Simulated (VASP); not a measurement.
# TePt (P6_3/mmc) in VASP: further runs

TePt is run at these levels: r2SCAN; tasks: single point, relaxation of shape and atoms at fixed volume.

Everything below comes from runs of VASP 6.6.1. Logs are shortened: lines on timing, memory, paths and dates and some standing lists are left out, and cuts for length are marked.

### Step 1. The cell of the first run

It takes space group P6_3/mmc (No. 194, hexagonal). Conventional cell: a = 4.250 Å, b = 4.250 Å, c = 5.642 Å, α = 90.00°, β = 90.00°, γ = 120.00°. Te (site symmetry -6m2) has 6 Pt at 2.83 Å and 6 Te at 3.74 Å within 3.8 Å. Pt (site symmetry -3m) has 2 Pt at 2.82 Å and 6 Te at 2.83 Å within 3.7 Å.

### Step 2. Single point, r2SCAN

The input, POSCAR:

```
TePt
1.0
    4.2495013059      0.0000000000      0.0000000000
   -2.1247506529      3.6801760843      0.0000000000
    0.0000000000      0.0000000000      5.6424649644
Te Pt
2 2
Direct
    0.3333333333      0.6666666667      0.2500000000
    0.6666666667      0.3333333333      0.7500000000
    0.0000000000      0.0000000000      0.0000000000
    0.0000000000      0.0000000000      0.5000000000
```

The input, INCAR.step1:

```
PREC     = Accurate       # precision mode
ENCUT    = 520            # plane-wave cutoff, eV
ISMEAR   = 0              # smearing method
SIGMA    = 0.1            # smearing width, eV
LREAL    = False          # projectors in reciprocal space
LASPH    = True           # aspherical terms in the spheres
NELM     = 60             # most SCF steps
NBANDS   = 24             # bands
GGA      = PE             # functional
ALGO     = Normal         # electronic algorithm
EDIFF    = 1E-4           # SCF threshold, eV
LWAVE    = True           # write WAVECAR
LCHARG   = False          # write CHGCAR
```

The input, INCAR.step2:

```
PREC     = Accurate       # precision mode
ENCUT    = 520            # plane-wave cutoff, eV
EDIFF    = 1E-6           # SCF threshold, eV
ISMEAR   = 0              # smearing method
SIGMA    = 0.1            # smearing width, eV
LREAL    = False          # projectors in reciprocal space
LASPH    = True           # aspherical terms in the spheres
NELM     = 60             # most SCF steps
ALGO     = Normal         # electronic algorithm
ISIF     = 2              # what is computed and relaxed
LWAVE    = False          # write WAVECAR
LCHARG   = False          # write CHGCAR
METAGGA  = R2SCAN         # meta-GGA
LMIXTAU  = True         
NBANDS   = 24             # bands
ISTART   = 1
```

The input, KPOINTS:

```
regular mesh
0
Gamma
  12 12 8
```

Potentials or basis: VASP PAW PBE potentials, release 64 (Te, Pt).

Launch:

```sh
$ cat potpaw_PBE.64/Te/POTCAR potpaw_PBE.64/Pt/POTCAR > POTCAR
$ cp INCAR.step1 INCAR
$ mpirun -np 1 vasp_std > vasp.out
$ cp INCAR.step2 INCAR
$ mpirun -np 1 vasp_std > vasp.out
```

OUTCAR:

```text
PREC = Accurate
   ENCUT = 520
   EDIFF = 1E-6
   ISMEAR = 0
   LREAL = False
   LASPH = True
   NELM = 60
   ISIF = 2
   METAGGA = R2SCAN
   ISTART = 1

 ion  position               nearest neighbor table
   1  0.333  0.667  0.250-   3 2.83   4 2.83   3 2.83   4 2.83   3 2.83   4 2.83
   2  0.667  0.333  0.750-   3 2.83   4 2.83   3 2.83   4 2.83   3 2.83   4 2.83
   3  0.000  0.000  0.000-   4 2.82   4 2.82   1 2.83   2 2.83   1 2.83   2 2.83   2 2.83   1 2.83

   4  0.000  0.000  0.500-   3 2.82   3 2.82   1 2.83   2 2.83   1 2.83   2 2.83   2 2.83   1 2.83

  LATTYP: Found a hexagonal cell.
 ALAT       =     4.2495013059
 C/A-ratio  =     1.3277946183

  Lattice vectors:

 A1 = (   4.2495013059,   0.0000000000,   0.0000000000)
 A2 = (  -2.1247506529,   3.6801760843,   0.0000000000)
 A3 = (   0.0000000000,   0.0000000000,   5.6424649644)

Analysis of symmetry for initial positions (statically):
=====================================================================
 Subroutine PRICEL returns:
 Original cell was already a primitive cell.

 Routine SETGRP: Setting up the symmetry group for a
 hexagonal supercell.

 Subroutine GETGRP returns: Found 24 space group operations
 (whereof 12 operations were pure point group operations)
 out of a pool of 24 trial point group operations.

The static configuration has the point symmetry D_3d.
 The point group associated with its full space group is D_6h.

Analysis of symmetry for dynamics (positions and initial velocities):
=====================================================================
 Subroutine PRICEL returns:
 Original cell was already a primitive cell.

 Routine SETGRP: Setting up the symmetry group for a
 hexagonal supercell.

 Subroutine GETGRP returns: Found 24 space group operations
 (whereof 12 operations were pure point group operations)
 out of a pool of 24 trial point group operations.

The dynamic configuration has the point symmetry D_3d.
 The point group associated with its full space group is D_6h.

 Subroutine INISYM returns: Found 24 space group operations
 (whereof 12 operations are pure point group operations),
 and found     1 'primitive' translations

----------------------------------------------------------------------------------------

                                     Primitive cell

  volume of cell :      88.2420

[... 84 lines left out ...]
   ISTART =      1    job   : 0-new  1-cont  2-samecut
   ICHARG =      0    charge: 1-file 2-atom 10-const
   ISPIN  =      1    spin polarized calculation?
   LNONCOLLINEAR =      F non collinear calculations
   LSORBIT =      F    spin-orbit coupling
   LASPH  =      T    aspherical Exc in radial PAW
   ENCUT  =  520.0 eV  38.22 Ry    6.18 a.u.   7.90  7.90 10.49*2*pi/ulx,y,z
   NELM   =     60;   NELMIN=  2; NELMDL=  0     # of ELM steps
   EDIFF  = 0.1E-05   stopping-criterion for ELM
   LREAL  =      F    real-space projection
   EDIFFG = 0.1E-04   stopping-criterion for IOM
   NSW    =      0    number of steps for IOM
   IBRION =     -1    ionic relax: 0-MD 1-quasi-New 2-CG
   NFREE  =      0    steps in history (QN), initial steepest desc. (CG)
   ISIF   =      2    stress and relaxation
   ISYM   =      2    0-nonsym 1-usesym 2-fastsym
   POTIM  = 0.5000    time-step for ionic-motion
   TEBEG  =    0.0;   TEEND  =   0.0 temperature during run
   PSTRESS=    0.0 pullay stress
   NELECT =      32.0000    total number of electrons
   NUPDOWN=      -1.0000    fix difference up-down
   EMIN   =  10.00;   EMAX   =-10.00  energy-range for DOS
   EFERMI =   0.00;   METHOD = LEGACY
   ISMEAR =     0;   SIGMA  =   0.10  broadening in eV -4-tet -1-fermi 0-gaus
   EFERMI_NEDOS =   21; number of points for ismear=-14 and -15
   IALGO  =     38    algorithm
   IMIX   =      4    mixing-type and parameters
     AMIX     =   0.40;   BMIX     =  1.00
     AMIX_MAG =   1.60;   BMIX_MAG =  1.00
  volume/ion in A,a.u.               =      22.06       148.87
  Fermi-wavevector in a.u.,A,eV,Ry     =   1.167436  2.206134 18.543467  1.362906
  Thomas-Fermi vector in A             =   2.303936
   LORBIT       =      0    0 simple, 1 ext, 2 COOP (PROOUT), +10 PAW based schemes
   METAGGA = R2SCAN    functional components
   LHFCALC =     F    Hartree Fock is set to
   AEXX    =    0.0000 exact exchange contribution
   IVDW    =     0    specifies the selected vdW correction
   LEPSILON=     F    determine dielectric tensor
   LRPA    =     F    only Hartree local field effects (RPA)
 non-spin polarized calculation
 Gauss-broadening in eV      SIGMA  =   0.10
  energy-cutoff  :      520.00
  volume of cell :       88.24
 maximum number of plane-waves:      2400
 NGX is ok and might be reduce to    32
   NGX = 15   NGY = 15   NGZ = 21

 number of electron      31.9999998 magnetization

 Free energy of the ion-electron system (eV)
  ---------------------------------------------------
  ext. energy  EPLUGINS =         0.00000000
  ---------------------------------------------------
  free energy    TOTEN  =      -154.62691801 eV

  energy without entropy =     -154.61610323  energy(sigma->0) =     -154.62151062

 E-fermi :   9.0562     XC(G=0): -11.7911

 val. band max:        9.0416602431   @ k =   0.1667   0.0000   0.3750
 cond. band min:       9.0614298287   @ k =   0.0000   0.0000   0.1250
 fundamental gap:      0.0197695856
 Fermi energy:         9.0561671182

 k-point     1 :       0.0000    0.0000    0.0000
  band No.  band energies     occupation
      1      -5.3077      2.00000
      2      -2.6094      2.00000
      3       1.7125      2.00000
      4       2.8688      2.00000
      5       2.8688      2.00000
      6       3.6291      2.00000
[... 637 lines left out ...]
     23      16.0150      0.00000
     24      17.2906      0.00000

 [... further k-points ...]
[... 5 lines left out ...]
  --------------------------------------------------------------------------------------
  -------------------------------------------------------------------------------------
  Total       -0.5725904     -0.5725904     -0.5524312     -0.0000000      0.0000000     -0.0000000
  in kB      -10.3963095    -10.3963095    -10.0302873     -0.0000000      0.0000000     -0.0000000
  external PRESSURE =     -10.2743021 kB  Pullay stress =       0.0000000 kB

 VOLUME and BASIS-vectors are now :
 -----------------------------------------------------------------------------
  energy-cutoff  :      520.00
  volume of cell :       88.24
      direct lattice vectors                 reciprocal lattice vectors
     4.249501306  0.000000000  0.000000000     0.235321730  0.135863064  0.000000000
    -2.124750653  3.680176084  0.000000000     0.000000000  0.271726129  0.000000000
     0.000000000  0.000000000  5.642464964     0.000000000  0.000000000  0.177227507

 POSITION                                       TOTAL-FORCE (eV/Angst)
 -----------------------------------------------------------------------------------
     -0.00000      2.45345      1.41062         0.000000     -0.000000      0.000000
      2.12475      1.22673      4.23185        -0.000000      0.000000      0.000000
      0.00000      0.00000      0.00000         0.000000      0.000000      0.000000
      0.00000      0.00000      2.82123         0.000000      0.000000      0.000000
 -----------------------------------------------------------------------------------
    total drift:                               -0.000000      0.000000      0.000000

  FREE ENERGIE OF THE ION-ELECTRON SYSTEM (eV)
  ---------------------------------------------------
  free  energy   TOTEN  =      -154.6269180073 eV

  energy  without entropy=     -154.6161032329  energy(sigma->0) =     -154.62151062
```

OUTCAR.step1:

```text
PREC = Accurate
   ENCUT = 520
   ISMEAR = 0
   LREAL = False
   LASPH = True
[... 880 lines left out ...]
     -0.00000      2.45345      1.41062         0.000000      0.000000      0.000000
      2.12475      1.22673      4.23185        -0.000000      0.000000      0.000000
      0.00000      0.00000      0.00000         0.000000      0.000000      0.000000
      0.00000      0.00000      2.82123         0.000000      0.000000      0.000000
 -----------------------------------------------------------------------------------
    total drift:                               -0.000000      0.000000      0.000000

  FREE ENERGIE OF THE ION-ELECTRON SYSTEM (eV)
  ---------------------------------------------------
  free  energy   TOTEN  =       -19.2983084825 eV

  energy  without entropy=      -19.2862020886  energy(sigma->0) =      -19.29225529
```

OSZICAR.step1:

```text
N       E                     dE             d eps       ncg     rms          rms(c)
DAV:   1     0.163507566643E+03    0.16351E+03   -0.13931E+04  4568   0.117E+03
DAV:   2    -0.127027802788E+02   -0.17621E+03   -0.16155E+03  5448   0.227E+02
DAV:   3    -0.195290522721E+02   -0.68263E+01   -0.66763E+01  5624   0.436E+01
DAV:   4    -0.196197908350E+02   -0.90739E-01   -0.90704E-01  5304   0.560E+00
DAV:   5    -0.196217042724E+02   -0.19134E-02   -0.19132E-02  5800   0.772E-01    0.194E+01
DAV:   6    -0.193727733501E+02    0.24893E+00   -0.72821E-01  4992   0.663E+00    0.116E+01
DAV:   7    -0.193269113472E+02    0.45862E-01   -0.20501E-01  4672   0.336E+00    0.245E+00
DAV:   8    -0.192983859969E+02    0.28525E-01   -0.10012E-01  4760   0.264E+00    0.118E+00
DAV:   9    -0.192987406836E+02   -0.35469E-03   -0.43129E-03  5720   0.347E-01    0.753E-01
DAV:  10    -0.192984499515E+02    0.29073E-03   -0.40316E-03  4728   0.407E-01    0.181E-01
DAV:  11    -0.192983004460E+02    0.14951E-03   -0.29954E-04  4640   0.141E-01    0.159E-01
DAV:  12    -0.192983084825E+02   -0.80365E-05   -0.34621E-05  2648   0.296E-02
   1 F= -.19298308E+02 E0= -.19292255E+02  d E =-.121064E-01
```

Wall time 10 min (1 thread of Intel Xeon Platinum 8259CL at 2.50GHz (Skylake/Cascade Lake), shared host); peak memory 0.34 GiB.

What came out:

- Free energy: -154.6269 eV
- Pressure: -1.0 GPa
- Band gap on the k mesh: zero (bands 16 and 17 overlap by 1.29 eV)

Levels at points of the mesh, in eV from the Fermi level:
```tsv
k point	band 13	band 14	band 15	band 16	band 17	band 18	band 19	band 20
(0.00, 0.00, 0.00)	-1.71	-1.71	0.11	0.49	1.80	2.11	2.23	2.23
(0.50, 0.00, 0.00)	-2.58	-2.19	-2.00	-1.55	1.31	2.53	3.81	3.85
(0.00, 0.00, 0.50)	-2.52	-2.52	0.96	0.96	0.96	0.96	4.16	4.16
(0.50, 0.00, 0.50)	-2.96	-2.96	-0.42	-0.42	0.48	0.48	2.67	2.67
```

Caveat: the PAW data sets were made with another functional, which shifts forces and pressure a little; spin-orbit coupling is left out, which moves the levels of the heavy elements.

### Step 3. Single point, r2SCAN (22.54 Å³/atom)

This run uses another cell than the first one, of 22.54 Å³/atom.

The input, POSCAR:

```
TePt
1.0
    4.2835042174      0.0000000000      0.0000000000
   -2.1417521087      3.7096234695      0.0000000000
    0.0000000000      0.0000000000      5.6746887029
Te Pt
2 2
Direct
    0.3333333333      0.6666666667      0.2500000000
    0.6666666667      0.3333333333      0.7500000000
    0.0000000000      0.0000000000      0.0000000000
    0.0000000000      0.0000000000      0.5000000000
```

The input, INCAR.step1:

```
PREC = Accurate ; ENCUT = 520
ISMEAR = 0 ; SIGMA = 0.1
LREAL = F ; LASPH = T
NELM = 100 ; NBANDS = 24
GGA = PE ; ALGO = Normal
EDIFF = 1E-4 ; LWAVE = T
LCHARG = F
```

The input, INCAR.step2:

```
PREC = Accurate ; ENCUT = 520
EDIFF = 1E-6 ; ISMEAR = 0
SIGMA = 0.1 ; LREAL = F
LASPH = T ; NELM = 100
ALGO = Normal ; ISIF = 2
LWAVE = F ; LCHARG = T
METAGGA = R2SCAN ; LMIXTAU = T
LELF = T ; LVHAR = T
NBANDS = 24 ; ISTART = 1
```

KPOINTS is that of step 2.

Potentials or basis: VASP PAW PBE potentials, release 64 (Te, Pt).

Launch:

```sh
$ cat potpaw_PBE.64/Te/POTCAR potpaw_PBE.64/Pt/POTCAR > POTCAR
$ cp INCAR.step1 INCAR
$ mpirun -np 1 vasp_std > vasp.out
$ cp INCAR.step2 INCAR
$ mpirun -np 1 vasp_std > vasp.out
```

OUTCAR:

```text
PREC = Accurate
   ENCUT = 520
   EDIFF = 1E-6
   ISMEAR = 0
   LREAL = F
   LASPH = T
   NELM = 100
   ISIF = 2
   METAGGA = R2SCAN
   ISTART = 1

 ion  position               nearest neighbor table
   1  0.333  0.667  0.250-   3 2.85   4 2.85   3 2.85   4 2.85   3 2.85   4 2.85
   2  0.667  0.333  0.750-   3 2.85   4 2.85   3 2.85   4 2.85   3 2.85   4 2.85
   3  0.000  0.000  0.000-   4 2.84   4 2.84   1 2.85   2 2.85   2 2.85   1 2.85   2 2.85   1 2.85

   4  0.000  0.000  0.500-   3 2.84   3 2.84   1 2.85   2 2.85   2 2.85   1 2.85   2 2.85   1 2.85

  LATTYP: Found a hexagonal cell.
 ALAT       =     4.2835042174
 C/A-ratio  =     1.3247771952

  Lattice vectors:

 A1 = (   4.2835042174,   0.0000000000,   0.0000000000)
 A2 = (  -2.1417521087,   3.7096234695,   0.0000000000)
 A3 = (   0.0000000000,   0.0000000000,   5.6746887029)

Analysis of symmetry for initial positions (statically):
=====================================================================
 Subroutine PRICEL returns:
 Original cell was already a primitive cell.

 Routine SETGRP: Setting up the symmetry group for a
 hexagonal supercell.

 Subroutine GETGRP returns: Found 24 space group operations
 (whereof 12 operations were pure point group operations)
 out of a pool of 24 trial point group operations.

The static configuration has the point symmetry D_3d.
 The point group associated with its full space group is D_6h.

Analysis of symmetry for dynamics (positions and initial velocities):
=====================================================================
 Subroutine PRICEL returns:
 Original cell was already a primitive cell.

 Routine SETGRP: Setting up the symmetry group for a
 hexagonal supercell.

 Subroutine GETGRP returns: Found 24 space group operations
 (whereof 12 operations were pure point group operations)
[... 123 lines left out ...]
   EFERMI_NEDOS =   21; number of points for ismear=-14 and -15
   IALGO  =     38    algorithm
   IMIX   =      4    mixing-type and parameters
     AMIX     =   0.40;   BMIX     =  1.00
     AMIX_MAG =   1.60;   BMIX_MAG =  1.00
  volume/ion in A,a.u.               =      22.54       152.13
  Fermi-wavevector in a.u.,A,eV,Ry     =   1.159047  2.190282 18.277937  1.343390
  Thomas-Fermi vector in A             =   2.295644
   LORBIT       =      0    0 simple, 1 ext, 2 COOP (PROOUT), +10 PAW based schemes
   METAGGA = R2SCAN    functional components
   LHFCALC =     F    Hartree Fock is set to
   AEXX    =    0.0000 exact exchange contribution
   IVDW    =     0    specifies the selected vdW correction
   LEPSILON=     F    determine dielectric tensor
   LRPA    =     F    only Hartree local field effects (RPA)
 non-spin polarized calculation
 Gauss-broadening in eV      SIGMA  =   0.10
  energy-cutoff  :      520.00
  volume of cell :       90.17
 maximum number of plane-waves:      2454
 NGX is ok and might be reduce to    32
   NGX = 15   NGY = 15   NGZ = 21

 number of electron      31.9999997 magnetization

 Free energy of the ion-electron system (eV)
  ---------------------------------------------------
  ext. energy  EPLUGINS =         0.00000000
  ---------------------------------------------------
  free energy    TOTEN  =      -154.59926751 eV

  energy without entropy =     -154.58793314  energy(sigma->0) =     -154.59360032

 E-fermi :   8.7042     XC(G=0): -11.6712

 val. band max:        8.6966772833   @ k =   0.1667   0.0000   0.3750
 cond. band min:       8.7048873435   @ k =   0.3333   0.1667   0.2500
 fundamental gap:      0.0082100602
 Fermi energy:         8.7041710449

 k-point     1 :       0.0000    0.0000    0.0000
  band No.  band energies     occupation
      1      -5.4614      2.00000
      2      -2.8785      2.00000
      3       1.5670      2.00000
      4       2.6954      2.00000
      5       2.6954      2.00000
      6       3.4439      2.00000
[... 637 lines left out ...]
     23      15.6482      0.00000
     24      16.8130      0.00000

 [... further k-points ...]

------------------------ aborting loop because EDIFF is reached ----------------------------------------

  FORCE on cell =-STRESS in cart. coord.  units (eV):
  Direction    XX          YY          ZZ          XY          YZ          ZX
  --------------------------------------------------------------------------------------
  -------------------------------------------------------------------------------------
  Total       -2.0216106     -2.0216106     -1.9739041      0.0000000      0.0000000      0.0000000
  in kB      -35.9200570    -35.9200570    -35.0724061      0.0000000      0.0000000      0.0000000
  external PRESSURE =     -35.6375067 kB  Pullay stress =       0.0000000 kB

 VOLUME and BASIS-vectors are now :
 -----------------------------------------------------------------------------
  energy-cutoff  :      520.00
  volume of cell :       90.17
      direct lattice vectors                 reciprocal lattice vectors
     4.283504217  0.000000000  0.000000000     0.233453721  0.134784569  0.000000000
    -2.141752109  3.709623469  0.000000000     0.000000000  0.269569138  0.000000000
     0.000000000  0.000000000  5.674688703     0.000000000  0.000000000  0.176221120

 POSITION                                       TOTAL-FORCE (eV/Angst)
 -----------------------------------------------------------------------------------
     -0.00000      2.47308      1.41867         0.000000      0.000000      0.000000
      2.14175      1.23654      4.25602         0.000000     -0.000000      0.000000
      0.00000      0.00000      0.00000        -0.000000      0.000000      0.000000
      0.00000      0.00000      2.83734        -0.000000      0.000000      0.000000
 -----------------------------------------------------------------------------------
    total drift:                                0.000000     -0.000000      0.000000

  FREE ENERGIE OF THE ION-ELECTRON SYSTEM (eV)
  ---------------------------------------------------
  free  energy   TOTEN  =      -154.5992675050 eV

  energy  without entropy=     -154.5879331382  energy(sigma->0) =     -154.59360032
```

OUTCAR.step1:

```text
PREC = Accurate
   ENCUT = 520
   ISMEAR = 0
   LREAL = F
[... 881 lines left out ...]
     -0.00000      2.47308      1.41867         0.000000      0.000000      0.000000
      2.14175      1.23654      4.25602        -0.000000      0.000000      0.000000
      0.00000      0.00000      0.00000         0.000000      0.000000      0.000000
      0.00000      0.00000      2.83734         0.000000      0.000000      0.000000
 -----------------------------------------------------------------------------------
    total drift:                                0.000000     -0.000000      0.000000

  FREE ENERGIE OF THE ION-ELECTRON SYSTEM (eV)
  ---------------------------------------------------
  free  energy   TOTEN  =       -19.2968671587 eV

  energy  without entropy=      -19.2843851862  energy(sigma->0) =      -19.29062617
```

Run time: 16 min. Hardware: 1 thread of AMD EPYC 7R13, shared host; peak memory 0.31 GiB.

What came out:

| Property | Result |
| --- | --- |
| Free energy | -154.5993 eV |
| Pressure | -3.6 GPa |
| Band gap on the k mesh | zero (bands 16 and 17 overlap by 1.27 eV) |

Stress tensor (GPa, compression positive):
```
-3.59  0.00  0.00
 0.00 -3.59  0.00
 0.00  0.00 -3.51
```

Caveat: the cell stands under tension; the PAW data sets were made with another functional, which shifts forces and pressure a little; spin-orbit coupling is left out, which moves the levels of the heavy elements.

(Continued in part 2 of 3.)
